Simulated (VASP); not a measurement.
# Cu in VASP: single point with PBE

Aim: the single point of Cu with PBE.

Everything below comes from runs of VASP 6.6.1. Logs are shortened: lines on timing, memory, paths and dates and some standing lists are left out, and cuts for length are marked.

### 1 The cell of the first run

The cell holds a slab with vacuum, 3 atoms: a = 2.567 Å, b = 2.567 Å, c = 20.191 Å, α = 90.00°, β = 90.00°, γ = 120.00°.

### 2 Single point, PBE, collinear spin

Input file INCAR:

```
SYSTEM = Cu
PREC = Accurate ; ENCUT = 520
EDIFF = 1E-6 ; ISMEAR = -1
SIGMA = 0.1 ; LREAL = .False.
LASPH = .True. ; NELM = 150
ALGO = Normal ; ISIF = 2
LWAVE = .False. ; LCHARG = .False.
ISPIN = 2 ; MAGMOM = 0.2 0.2 0.2
LORBIT = 11 ; LMAXMIX = 4
LDIPOL = .True. ; IDIPOL = 3
DIPOL = 0.5 0.5 0.500 ; GGA = PE
EFIELD = -0.3 ; NBANDS = 28
```

Input file KPOINTS:

```
regular mesh
0
Gamma
  15 15 1
  0 0 0
```

Input file POSCAR:

```
Cu
1.0
    2.5665139637      0.0000000000      0.0000000000
   -1.2832569818      2.2226662917      0.0000000000
    0.0000000000      0.0000000000     20.1911000000
Cu
3
Direct
    0.1666666667      0.3333333333      0.3974439066
    0.5000000000      1.0000000000      0.4999999857
    0.8333333333      0.6666666667      0.6025561074
```

Potentials or basis: VASP PAW PBE potentials, release 64 (Cu).

The run is started by

```sh
> cat potpaw_PBE.64/Cu/POTCAR > POTCAR
> mpirun -np 1 vasp_std > vasp.out
```

OUTCAR:

```text
SYSTEM = Cu
   PREC = Accurate
   ENCUT = 520
   EDIFF = 1E-6
   ISMEAR = -1
   LREAL = .False.
   LASPH = .True.
   NELM = 150
   ISIF = 2
   ISPIN = 2
   LORBIT = 11
   GGA = PE

 ion  position               nearest neighbor table
   1  0.167  0.333  0.397-   2 2.55   2 2.55   2 2.55
   2  0.500  0.000  0.500-   1 2.55   1 2.55   1 2.55   3 2.55   3 2.55   3 2.55
   3  0.833  0.667  0.603-   2 2.55   2 2.55   2 2.55

  LATTYP: Found a hexagonal cell.
 ALAT       =     2.5665139637
 C/A-ratio  =     7.8671303899

  Lattice vectors:

 A1 = (   2.5665139637,   0.0000000000,   0.0000000000)
 A2 = (  -1.2832569818,   2.2226662917,   0.0000000000)
 A3 = (   0.0000000000,   0.0000000000,  20.1911000000)

Analysis of symmetry for initial positions (statically):
=====================================================================
 Subroutine PRICEL returns:
 Original cell was already a primitive cell.

 Routine SETGRP: Setting up the symmetry group for a
 hexagonal supercell.

 Subroutine GETGRP returns: Found 12 space group operations
 (whereof  4 operations were pure point group operations)
 out of a pool of 24 trial point group operations.

The static configuration has the point symmetry C_2h.
 The point group associated with its full space group is D_3d.

Analysis of symmetry for dynamics (positions and initial velocities):
=====================================================================
 An external electric field (EFIELD) may reduce the allowed symmetry operations
 Subroutine PRICEL returns:
 Original cell was already a primitive cell.

 Routine SETGRP: Setting up the symmetry group for a
 hexagonal supercell.

 Subroutine GETGRP returns: Found  6 space group operations
 (whereof  2 operations were pure point group operations)
 out of a pool of 24 trial point group operations.

The dynamic configuration has the point symmetry C_1h.
 The point group associated with its full space group is C_3v.

Analysis of structural, dynamic, and magnetic symmetry:
=====================================================================
 Subroutine PRICEL returns:
 Original cell was already a primitive cell.

 Routine SETGRP: Setting up the symmetry group for a
 hexagonal supercell.

 Subroutine GETGRP returns: Found  6 space group operations
 (whereof  2 operations were pure point group operations)
 out of a pool of 24 trial point group operations.

The overall configuration has the point symmetry C_1h.
 The point group associated with its full space group is C_3v.

 Subroutine INISYM returns: Found  6 space group operations
 (whereof  2 operations are pure point group operations),
 and found     1 'primitive' translations

----------------------------------------------------------------------------------------

                                     Primitive cell

  volume of cell :     115.1802

  direct lattice vectors                    reciprocal lattice vectors
     2.566513964  0.000000000  0.000000000     0.389633571  0.224955047  0.000000000
    -1.283256982  2.222666292  0.000000000     0.000000000  0.449910094  0.000000000
     0.000000000  0.000000000 20.191100000     0.000000000  0.000000000  0.049526772

  length of vectors
     2.566513964  2.566513964 20.191100000     0.449910094  0.449910094  0.049526772

  position of ions in fractional coordinates (direct lattice)
     0.166666667  0.333333333  0.397443907
     0.500000000  0.000000000  0.499999986
     0.833333333  0.666666667  0.602556107

  ion indices of the primitive-cell ions
   primitive index   ion index
                 1           1
                 2           2
                 3           3

----------------------------------------------------------------------------------------

 KPOINTS: regular mesh

Automatic generation of k-mesh.
 Grid dimensions read from file:
 generate k-points for:   15   15    1

 Generating k-lattice:

  Cartesian coordinates                     Fractional coordinates (reciprocal lattice)
     0.025975571  0.014997003  0.000000000     0.066666667  0.000000000  0.000000000
     0.000000000  0.029994006  0.000000000     0.000000000  0.066666667  0.000000000
     0.000000000  0.000000000  0.049526772     0.000000000  0.000000000  1.000000000

  Length of vectors
     0.029994006  0.029994006  0.049526772

  Shift w.r.t. Gamma in fractional coordinates (k-lattice)
     0.000000000  0.000000000  0.000000000

 Subroutine IBZKPT returns following result:
 ===========================================

 Found     27 irreducible k-points:

 Following reciprocal coordinates:
            Coordinates               Weight
  0.000000  0.000000  0.000000      1.000000
  0.066667  0.000000  0.000000      6.000000
  0.133333  0.000000  0.000000      6.000000
  0.200000  0.000000  0.000000      6.000000
  0.266667  0.000000  0.000000      6.000000
  0.333333  0.000000  0.000000      6.000000
[... 16 lines left out ...]
  0.333333  0.200000  0.000000     12.000000
  0.400000  0.200000  0.000000      6.000000
 [... further k-points ...]
   k-points           NKPTS =     27   k-points in BZ     NKDIM =     27   number of bands    NBANDS=     28
   number of dos      NEDOS =    301   number of ions     NIONS =      3
   total plane-waves  NPLWV =  60000
   dimension x,y,z NGX =    20 NGY =   20 NGZ =  150
   dimension x,y,z NGXF=    40 NGYF=   40 NGZF=  300
   ions per type =               3
   NGX,Y,Z   is equivalent  to a cutoff of  12.95, 12.95, 12.35 a.u.
   NGXF,Y,Z  is equivalent  to a cutoff of  25.91, 25.91, 24.70 a.u.
 SYSTEM =  Cu
   PREC   = accura    normal or accurate (medium, high low for compatibility)
   ISTART =      0    job   : 0-new  1-cont  2-samecut
   ICHARG =      2    charge: 1-file 2-atom 10-const
   ISPIN  =      2    spin polarized calculation?
   LNONCOLLINEAR =      F non collinear calculations
   LSORBIT =      F    spin-orbit coupling
   LASPH  =      T    aspherical Exc in radial PAW
   ENCUT  =  520.0 eV  38.22 Ry    6.18 a.u.   4.77  4.77 37.54*2*pi/ulx,y,z
   NELM   =    150;   NELMIN=  2; NELMDL= -5     # of ELM steps
   EDIFF  = 0.1E-05   stopping-criterion for ELM
   LREAL  =      F    real-space projection
   EDIFFG = 0.1E-04   stopping-criterion for IOM
   NSW    =      0    number of steps for IOM
   IBRION =     -1    ionic relax: 0-MD 1-quasi-New 2-CG
   NFREE  =      0    steps in history (QN), initial steepest desc. (CG)
   ISIF   =      2    stress and relaxation
   ISYM   =      2    0-nonsym 1-usesym 2-fastsym
   POTIM  = 0.5000    time-step for ionic-motion
   TEBEG  =    0.0;   TEEND  =   0.0 temperature during run
   PSTRESS=    0.0 pullay stress
   NELECT =      33.0000    total number of electrons
   NUPDOWN=      -1.0000    fix difference up-down
   EMIN   =  10.00;   EMAX   =-10.00  energy-range for DOS
   EFERMI =   0.00;   METHOD = LEGACY
   ISMEAR =    -1;   SIGMA  =   0.10  broadening in eV -4-tet -1-fermi 0-gaus
   EFERMI_NEDOS =   21; number of points for ismear=-14 and -15
   IALGO  =     38    algorithm
   IMIX   =      4    mixing-type and parameters
     AMIX     =   0.40;   BMIX     =  1.00
     AMIX_MAG =   1.60;   BMIX_MAG =  1.00
  volume/ion in A,a.u.               =      38.39       259.09
  Fermi-wavevector in a.u.,A,eV,Ry     =   1.079245  2.039478 15.847665  1.164771
  Thomas-Fermi vector in A             =   2.215205
   LORBIT       =     11    0 simple, 1 ext, 2 COOP (PROOUT), +10 PAW based schemes
   GGA     = PE    functional components
   LHFCALC =     F    Hartree Fock is set to
   AEXX    =    0.0000 exact exchange contribution
   IVDW    =     0    specifies the selected vdW correction
   LEPSILON=     F    determine dielectric tensor
   LRPA    =     F    only Hartree local field effects (RPA)
 spin polarized calculation
  energy-cutoff  :      520.00
  volume of cell :      115.18
 maximum number of plane-waves:      3126
 NGX is ok and might be reduce to    20
   NGX =  9   NGY =  9   NGZ = 75

 dipolmoment           0.000000      0.000000      0.055602 electrons x Angstroem

 number of electron      33.0000001 magnetization       0.0000086

 dipolmoment           0.000000      0.000000     -0.069192 electrons x Angstroem

 Free energy of the ion-electron system (eV)
  ---------------------------------------------------
  ext. energy  EPLUGINS =         0.00000000
  ---------------------------------------------------
  free energy    TOTEN  =       -10.31081783 eV

  energy without entropy =      -10.29171198  energy(sigma->0) =      -10.30126490

 E-fermi :  -0.8575     XC(G=0):  -4.8099

 val. band max:       -0.9280952088   @ k =   0.0000   0.0000   0.0000
 cond. band min:      -0.7663167711   @ k =   0.1333   0.1333   0.0000
 fundamental gap:      0.1617784377
 Fermi energy:        -0.8575486685

 spin component 1

 k-point     1 :       0.0000    0.0000    0.0000
  band No.  band energies     occupation
      1      -9.4947      1.00000
      2      -7.5044      1.00000
      3      -6.0158      1.00000
      4      -3.8591      1.00000
      5      -3.8530      1.00000
      6      -3.8530      1.00000
[... 20 lines left out ...]
     27      12.7477      0.00000
[... 691 lines left out ...]
      6      -4.1007      1.00000
[... 20 lines left out ...]
     27      11.2307      0.00000
     28      11.9342      0.00000

 [... further k-points ...]

 spin component 2

 k-point     1 :       0.0000    0.0000    0.0000
  band No.  band energies     occupation
      1      -9.4947      1.00000
      2      -7.5043      1.00000
      3      -6.0158      1.00000
      4      -3.8591      1.00000
      5      -3.8530      1.00000
      6      -3.8530      1.00000
[... 20 lines left out ...]
     27      12.7469      0.00000
[... 691 lines left out ...]
      6      -4.1007      1.00000
[... 20 lines left out ...]
     27      11.2336      0.00000
     28      11.9533      0.00000

 [... further k-points ...]

------------------------ aborting loop because EDIFF is reached ----------------------------------------

 vacuum level on the upper side and lower side of the slab       (xc-potential included)         1.876        -1.883

  FORCE on cell =-STRESS in cart. coord.  units (eV):
  Direction    XX          YY          ZZ          XY          YZ          ZX
  --------------------------------------------------------------------------------------
  -------------------------------------------------------------------------------------
  Total       -1.0273689     -1.0273689      0.0450937     -0.0000000     -0.0000000      0.0000000
  in kB      -14.2908847    -14.2908847      0.6272608     -0.0000000     -0.0000000      0.0000000
  external PRESSURE =      -9.3181695 kB  Pullay stress =       0.0000000 kB

 VOLUME and BASIS-vectors are now :
 -----------------------------------------------------------------------------
  energy-cutoff  :      520.00
  volume of cell :      115.18
      direct lattice vectors                 reciprocal lattice vectors
     2.566513964  0.000000000  0.000000000     0.389633571  0.224955047  0.000000000
    -1.283256982  2.222666292  0.000000000     0.000000000  0.449910094  0.000000000
     0.000000000  0.000000000 20.191100000     0.000000000  0.000000000  0.049526772

 POSITION                                       TOTAL-FORCE (eV/Angst)
 -----------------------------------------------------------------------------------
      0.00000      0.74089      8.02483        -0.000000     -0.000000     -0.025299
      1.28326      0.00000     10.09555        -0.000000     -0.000000      0.007496
      1.28326      1.48178     12.16627         0.000000      0.000000      0.017803
 -----------------------------------------------------------------------------------
    total drift:                               -0.000000      0.000000      0.000191

  FREE ENERGIE OF THE ION-ELECTRON SYSTEM (eV)
  ---------------------------------------------------
  free  energy   TOTEN  =       -10.3108178270 eV

  energy  without entropy=      -10.2917119781  energy(sigma->0) =      -10.30126490

 vacuum level on the upper side and lower side of the slab         5.705         2.004

 total charge

# of ion       s       p       d       tot
------------------------------------------
    1        0.449   0.290   9.186   9.925
    2        0.441   0.368   9.186   9.996
    3        0.449   0.288   9.187   9.924
--------------------------------------------------
tot          1.339   0.946  27.560  29.845

 magnetization (x)

# of ion       s       p       d       tot
------------------------------------------
    1       -0.000  -0.000  -0.000  -0.000
    2       -0.000  -0.000  -0.000  -0.000
    3       -0.000  -0.000  -0.000  -0.000
--------------------------------------------------
tot         -0.000  -0.000  -0.000  -0.000
```

Run time: 4.2 min. Hardware: 1 thread of Intel Xeon Platinum 8259CL at 2.50GHz (Skylake/Cascade Lake), shared host; peak memory 0.34 GiB.

What came out:

```yaml
Free_energy: -10.3108 eV
Largest_force: 0.025 eV/Å
Net_moment: 0.00 μB per cell
Valence_electrons_inside_the_program's_atomic_spheres: Cu 9.93, 10.00, 9.92
```

Forces on the atoms (eV/Å):
```
Cu   0.000  0.000 -0.025
Cu   0.000  0.000  0.007
Cu   0.000  0.000  0.018
```
